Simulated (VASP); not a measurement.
# Zr2SiC2 (P-3m1) in VASP: single point with PBE

Aim: the single point of Zr2SiC2 with PBE.

Everything below comes from runs of VASP 6.6.1. Logs are shortened: lines on timing, memory, paths and dates and some standing lists are left out, and cuts for length are marked.

**1. The cell of the first run**

It takes space group P-3m1 (No. 164, trigonal). The conventional cell has a = 4.080 Å, b = 4.080 Å, c = 5.846 Å, α = 90.00°, β = 90.00°, γ = 120.00°. Zr (site symmetry 3m) has 3 Si at 2.36 Å and 3 Zr at 2.36 Å and 6 C at 2.69 to 2.73 Å within 3.1 Å. Within 1.8 Å of Si (site symmetry -3m) lie 2 C at 1.34 Å. Within 1.8 Å of C (site symmetry 3m) lie 1 Si at 1.34 Å.

**2. Single point, PBE**

File INCAR:

```
SYSTEM = Zr2SiC2
PREC = Accurate
ENCUT = 520
EDIFF = 1E-6
ISMEAR = 0
SIGMA = 0.1
LREAL = .False.
LASPH = .True.
NELM = 60
ALGO = Normal
ISIF = 2
LWAVE = .False.
LCHARG = .False.
GGA = PE
NBANDS = 26
```

File KPOINTS:

```
regular mesh
0
Gamma
  6 6 4
  0 0 0
```

File POSCAR:

```
Zr2SiC2
1.0
    4.0796758300      0.0000000000      0.0000000000
   -2.0398379200      3.5331029100      0.0000000000
    0.0000000000      0.0000000000      5.8459764100
Zr Si C
2 1 2
Direct
    0.3333333300      0.6666666700      0.4922823800
    0.6666666700      0.3333333300      0.5077176200
    0.0000000000      0.0000000000      0.5000000000
    0.0000000000      0.0000000000      0.7293252200
    0.0000000000      0.0000000000      0.2706747800
```

Potentials or basis: VASP PAW PBE potentials, release 64 (Zr_sv, Si, C).

On the command line:

```sh
$ cat potpaw_PBE.64/Zr_sv/POTCAR potpaw_PBE.64/Si/POTCAR potpaw_PBE.64/C/POTCAR > POTCAR
$ mpirun -np 1 vasp_std > vasp.out
```

OUTCAR:

```text
SYSTEM = Zr2SiC2
   PREC = Accurate
   ENCUT = 520
   EDIFF = 1E-6
   ISMEAR = 0
   LREAL = .False.
   LASPH = .True.
   NELM = 60
   ISIF = 2
   GGA = PE

 ion  position               nearest neighbor table
   1  0.333  0.667  0.492-   3 2.36   3 2.36   3 2.36   2 2.36   2 2.36   2 2.36   5 2.69   5 2.69
                             5 2.69   4 2.73   4 2.73   4 2.73
   2  0.667  0.333  0.508-   3 2.36   3 2.36   3 2.36   1 2.36   1 2.36   1 2.36   4 2.69   4 2.69
                             4 2.69   5 2.73   5 2.73   5 2.73
   3  0.000  0.000  0.500-   4 1.34   5 1.34   1 2.36   2 2.36   2 2.36   1 2.36   2 2.36   1 2.36

   4  0.000  0.000  0.729-   3 1.34   2 2.69   2 2.69   2 2.69   1 2.73   1 2.73   1 2.73
   5  0.000  0.000  0.271-   3 1.34   1 2.69   1 2.69   1 2.69   2 2.73   2 2.73   2 2.73

  LATTYP: Found a hexagonal cell.
 ALAT       =     4.0796758300
 C/A-ratio  =     1.4329512083

  Lattice vectors:

 A1 = (   4.0796758300,   0.0000000000,   0.0000000000)
 A2 = (  -2.0398379200,   3.5331029100,   0.0000000000)
 A3 = (   0.0000000000,   0.0000000000,   5.8459764100)

Analysis of symmetry for initial positions (statically):
=====================================================================
 Subroutine PRICEL returns:
 Original cell was already a primitive cell.

 Routine SETGRP: Setting up the symmetry group for a
 hexagonal supercell.

 Subroutine GETGRP returns: Found 12 space group operations
 (whereof 12 operations were pure point group operations)
 out of a pool of 24 trial point group operations.

The static configuration has the point symmetry D_3d.

Analysis of symmetry for dynamics (positions and initial velocities):
=====================================================================
 Subroutine PRICEL returns:
 Original cell was already a primitive cell.

 Routine SETGRP: Setting up the symmetry group for a
 hexagonal supercell.

 Subroutine GETGRP returns: Found 12 space group operations
 (whereof 12 operations were pure point group operations)
 out of a pool of 24 trial point group operations.

The dynamic configuration has the point symmetry D_3d.

 Subroutine INISYM returns: Found 12 space group operations
 (whereof 12 operations are pure point group operations),
 and found     1 'primitive' translations

----------------------------------------------------------------------------------------

                                     Primitive cell

  volume of cell :      84.2634

  direct lattice vectors                    reciprocal lattice vectors
     4.079675830  0.000000000  0.000000000     0.245117515  0.141518663  0.000000000
    -2.039837920  3.533102910  0.000000000     0.000000000  0.283037326  0.000000000
     0.000000000  0.000000000  5.845976410     0.000000000  0.000000000  0.171057823

  length of vectors
     4.079675830  4.079675834  5.845976410     0.283037326  0.283037326  0.171057823

  position of ions in fractional coordinates (direct lattice)
     0.333333330  0.666666670  0.492282380
     0.666666670  0.333333330  0.507717620
     0.000000000  0.000000000  0.500000000
     0.000000000  0.000000000  0.729325220
     0.000000000  0.000000000  0.270674780

  ion indices of the primitive-cell ions
   primitive index   ion index
                 1           1
                 2           2
                 3           3
                 4           4
                 5           5

----------------------------------------------------------------------------------------

 KPOINTS: regular mesh

Automatic generation of k-mesh.
 Grid dimensions read from file:
 generate k-points for:    6    6    4

 Generating k-lattice:

  Cartesian coordinates                     Fractional coordinates (reciprocal lattice)
     0.040852919  0.023586444  0.000000000     0.166666667  0.000000000  0.000000000
     0.000000000  0.047172888  0.000000000     0.000000000  0.166666667  0.000000000
     0.000000000  0.000000000  0.042764456     0.000000000  0.000000000  0.250000000

  Length of vectors
     0.047172888  0.047172888  0.042764456

  Shift w.r.t. Gamma in fractional coordinates (k-lattice)
     0.000000000  0.000000000  0.000000000

 Subroutine IBZKPT returns following result:
 ===========================================

 Found     24 irreducible k-points:

 Following reciprocal coordinates:
            Coordinates               Weight
  0.000000  0.000000  0.000000      1.000000
  0.166667 -0.000000  0.000000      6.000000
  0.333333 -0.000000  0.000000      6.000000
  0.500000  0.000000  0.000000      3.000000
  0.166667  0.166667  0.000000      6.000000
  0.333333  0.166667  0.000000     12.000000
[... 16 lines left out ...]
  0.333333  0.166667  0.500000     12.000000
  0.333333  0.333333  0.500000      2.000000
   k-points           NKPTS =     24   k-points in BZ     NKDIM =     24   number of bands    NBANDS=     26
   number of dos      NEDOS =    301   number of ions     NIONS =      5
   total plane-waves  NPLWV =  43200
   dimension x,y,z NGX =    30 NGY =   30 NGZ =   48
   dimension x,y,z NGXF=    60 NGYF=   60 NGZF=   96
   ions per type =               2   1   2
   NGX,Y,Z   is equivalent  to a cutoff of  12.22, 12.22, 13.65 a.u.
   NGXF,Y,Z  is equivalent  to a cutoff of  24.45, 24.45, 27.30 a.u.
 SYSTEM =  Zr2SiC2
   PREC   = accura    normal or accurate (medium, high low for compatibility)
   ISTART =      0    job   : 0-new  1-cont  2-samecut
   ICHARG =      2    charge: 1-file 2-atom 10-const
   ISPIN  =      1    spin polarized calculation?
   LNONCOLLINEAR =      F non collinear calculations
   LSORBIT =      F    spin-orbit coupling
   LASPH  =      T    aspherical Exc in radial PAW
   ENCUT  =  520.0 eV  38.22 Ry    6.18 a.u.   7.59  7.59 10.87*2*pi/ulx,y,z
   NELM   =     60;   NELMIN=  2; NELMDL= -5     # of ELM steps
   EDIFF  = 0.1E-05   stopping-criterion for ELM
   LREAL  =      F    real-space projection
   EDIFFG = 0.1E-04   stopping-criterion for IOM
   NSW    =      0    number of steps for IOM
   IBRION =     -1    ionic relax: 0-MD 1-quasi-New 2-CG
   NFREE  =      0    steps in history (QN), initial steepest desc. (CG)
   ISIF   =      2    stress and relaxation
   ISYM   =      2    0-nonsym 1-usesym 2-fastsym
   POTIM  = 0.5000    time-step for ionic-motion
   TEBEG  =    0.0;   TEEND  =   0.0 temperature during run
   PSTRESS=    0.0 pullay stress
   NELECT =      36.0000    total number of electrons
   NUPDOWN=      -1.0000    fix difference up-down
   EMIN   =  10.00;   EMAX   =-10.00  energy-range for DOS
   EFERMI =   0.00;   METHOD = LEGACY
   ISMEAR =     0;   SIGMA  =   0.10  broadening in eV -4-tet -1-fermi 0-gaus
   EFERMI_NEDOS =   21; number of points for ismear=-14 and -15
   IALGO  =     38    algorithm
   IMIX   =      4    mixing-type and parameters
     AMIX     =   0.40;   BMIX     =  1.00
     AMIX_MAG =   1.60;   BMIX_MAG =  1.00
  volume/ion in A,a.u.               =      16.85       113.73
  Fermi-wavevector in a.u.,A,eV,Ry     =   1.232999  2.330030 20.684748  1.520286
  Thomas-Fermi vector in A             =   2.367747
   LORBIT       =      0    0 simple, 1 ext, 2 COOP (PROOUT), +10 PAW based schemes
   GGA     = PE    functional components
   LHFCALC =     F    Hartree Fock is set to
   AEXX    =    0.0000 exact exchange contribution
   IVDW    =     0    specifies the selected vdW correction
   LEPSILON=     F    determine dielectric tensor
   LRPA    =     F    only Hartree local field effects (RPA)
 non-spin polarized calculation
 Gauss-broadening in eV      SIGMA  =   0.10
  energy-cutoff  :      520.00
  volume of cell :       84.26
 maximum number of plane-waves:      2286
   NGX = 15   NGY = 15   NGZ = 21

 number of electron      36.0000000 magnetization

 Free energy of the ion-electron system (eV)
  ---------------------------------------------------
  ext. energy  EPLUGINS =         0.00000000
  ---------------------------------------------------
  free energy    TOTEN  =       -15.77122343 eV

  energy without entropy =      -15.75066013  energy(sigma->0) =      -15.76094178

 E-fermi :   6.0812     XC(G=0):  -9.5570

 val. band max:        6.0778976116   @ k =   0.1667  -0.0000   0.0000
 cond. band min:       6.0920365390   @ k =   0.3333  -0.0000   0.0000
 fundamental gap:      0.0141389273
 Fermi energy:         6.0811874823

 k-point     1 :       0.0000    0.0000    0.0000
  band No.  band energies     occupation
      1     -43.6144      2.00000
      2     -41.9368      2.00000
      3     -23.1177      2.00000
      4     -23.1177      2.00000
      5     -21.3563      2.00000
      6     -20.0671      2.00000
[... 18 lines left out ...]
     25      10.3660      0.00000
     26      12.5381      0.00000

 k-point     2 :       0.1667   -0.0000    0.0000
  band No.  band energies     occupation
      1     -43.5258      2.00000
      2     -42.0493      2.00000
      3     -23.2295      2.00000
      4     -22.9787      2.00000
      5     -21.2808      2.00000
      6     -20.1721      2.00000
[... 18 lines left out ...]
     25      10.3399      0.00000
     26      10.7692      0.00000

 k-point     3 :       0.3333   -0.0000    0.0000
  band No.  band energies     occupation
      1     -43.2921      2.00000
      2     -42.3301      2.00000
      3     -23.4261      2.00000
      4     -22.6991      2.00000
      5     -21.0859      2.00000
      6     -20.4206      2.00000
[... 572 lines left out ...]
 k-point    23 :       0.3333    0.1667    0.5000
  band No.  band energies     occupation
      1     -43.0996      2.00000
      2     -42.5459      2.00000
      3     -23.6580      2.00000
      4     -22.2417      2.00000
      5     -20.9282      2.00000
      6     -20.7364      2.00000
[... 18 lines left out ...]
     25      11.4417      0.00000
     26      11.6288      0.00000

 k-point    24 :       0.3333    0.3333    0.5000
  band No.  band energies     occupation
      1     -42.8284      2.00000
      2     -42.8284      2.00000
      3     -23.8059      2.00000
      4     -21.4573      2.00000
      5     -21.4573      2.00000
      6     -20.7046      2.00000
[... 18 lines left out ...]
     25      12.1865      0.00000
     26      12.4777      0.00000

------------------------ aborting loop because EDIFF is reached ----------------------------------------

  FORCE on cell =-STRESS in cart. coord.  units (eV):
  Direction    XX          YY          ZZ          XY          YZ          ZX
  --------------------------------------------------------------------------------------
  -------------------------------------------------------------------------------------
  Total       31.7381184     31.7381184     80.6692199     -0.0000000      0.0000000     -0.0000000
  in kB      603.4659313    603.4659320   1533.8378054     -0.0000009      0.0000000     -0.0000000
  external PRESSURE =     913.5898896 kB  Pullay stress =       0.0000000 kB

 VOLUME and BASIS-vectors are now :
 -----------------------------------------------------------------------------
  energy-cutoff  :      520.00
  volume of cell :       84.26
      direct lattice vectors                 reciprocal lattice vectors
     4.079675830  0.000000000  0.000000000     0.245117515  0.141518663  0.000000000
    -2.039837920  3.533102910  0.000000000     0.000000000  0.283037326  0.000000000
     0.000000000  0.000000000  5.845976410     0.000000000  0.000000000  0.171057823

 POSITION                                       TOTAL-FORCE (eV/Angst)
 -----------------------------------------------------------------------------------
     -0.00000      2.35540      2.87787        -0.000000      0.000000     -0.815109
      2.03984      1.17770      2.96811         0.000000     -0.000000      0.815109
      0.00000      0.00000      2.92299         0.000000      0.000000      0.000000
      0.00000      0.00000      4.26362         0.000000      0.000000     30.318952
      0.00000      0.00000      1.58236         0.000000     -0.000000    -30.318952
 -----------------------------------------------------------------------------------
    total drift:                               -0.000000      0.000000      0.000000

  FREE ENERGIE OF THE ION-ELECTRON SYSTEM (eV)
  ---------------------------------------------------
  free  energy   TOTEN  =       -15.7712234326 eV

  energy  without entropy=      -15.7506601301  energy(sigma->0) =      -15.76094178
```

Run time: 41 s. Hardware: 1 thread of AMD EPYC 7R13 (Zen 3), shared host; peak memory 0.19 GiB.

What came out:

* Free energy: -15.7712 eV
* Pressure: 91.4 GPa
* Largest force: 30.319 eV/Å
* Band gap on the k mesh: zero (band 18 reaches 6.51 eV, above the bottom of band 19 at 5.50 eV)

Forces on the atoms (eV/Å):
```
Zr    0.000   0.000  -0.815
Zr    0.000   0.000   0.815
Si    0.000   0.000   0.000
C     0.000   0.000  30.319
C     0.000   0.000 -30.319
```

Caveat: this functional lacks dispersion, which binds the layers, so the pressure and a relaxed spacing across them are unreliable; forces of over 1 eV/Å act on the atoms, so gaps and moduli don't describe the material at rest.
